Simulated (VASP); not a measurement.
## Zr2O: single point with PBEsol

Crystal: Zr2O.

```xyz
6
Lattice="3.1741 0.0000 0.0000 -1.5870 2.7488 0.0000 0.0000 0.0000 10.9121" Properties=species:S:1:pos:R:3 pbc="T T T"
Zr    1.5870    0.9163    9.6672
Zr    0.0000    1.8325    4.2112
Zr    1.5870    0.9163    6.7009
Zr    0.0000    1.8325    1.2449
O     0.0000    0.0000    8.1841
O     0.0000    0.0000    2.7280
```

```
Program                : VASP 6.6.1
Task                   : single point
Functional             : PBEsol
Potentials or basis    : VASP PAW PBE potentials, release 64 (Zr_sv, O)
Cutoff                 : 520 eV
k mesh                 : 12 × 12 × 4
Occupations            : gaussian, width 0.1 eV
Spin                   : no spin polarisation
Dipole correction      : no
Further INCAR settings : ALGO = Normal; EDIFF = 1e-07; NBANDS = 39
```

| Item | Value |
| --- | --- |
| Pressure | 0.2 GPa |
| Largest force | 0.024 eV/Å |
| Band gap on the k mesh | zero (bands 30 and 31 overlap by 1.28 eV) |

Forces on the atoms (eV/Å):
```
Zr   0.000  0.000  0.024
Zr   0.000  0.000  0.024
Zr   0.000  0.000 -0.024
Zr   0.000  0.000 -0.024
O    0.000  0.000  0.000
O    0.000  0.000  0.000
```

Levels at points of the mesh, in eV from the Fermi level:
```
           k point  band 27  band 28  band 29  band 30  band 31  band 32  band 33  band 34
(0.00, 0.00, 0.00)    -1.62    -0.67    -0.34     0.95     0.95     1.10     1.10     1.16
(0.50, 0.00, 0.00)    -1.01    -0.91    -0.71    -0.62    -0.25     1.04     1.92     2.49
(0.00, 0.00, 0.50)    -1.52    -1.52     0.88     0.88     0.88     0.88     0.89     0.89
(0.50, 0.00, 0.50)    -1.18    -1.18    -0.52    -0.52     0.26     0.26     2.18     2.18
```

It took 92 s on 1 thread of Intel(R) Xeon(R) 6975P-C (Granite Rapids) (shared host), peak memory 0.29 GiB.

Caveat: the PAW data sets were made with another functional, which shifts forces and pressure a little.
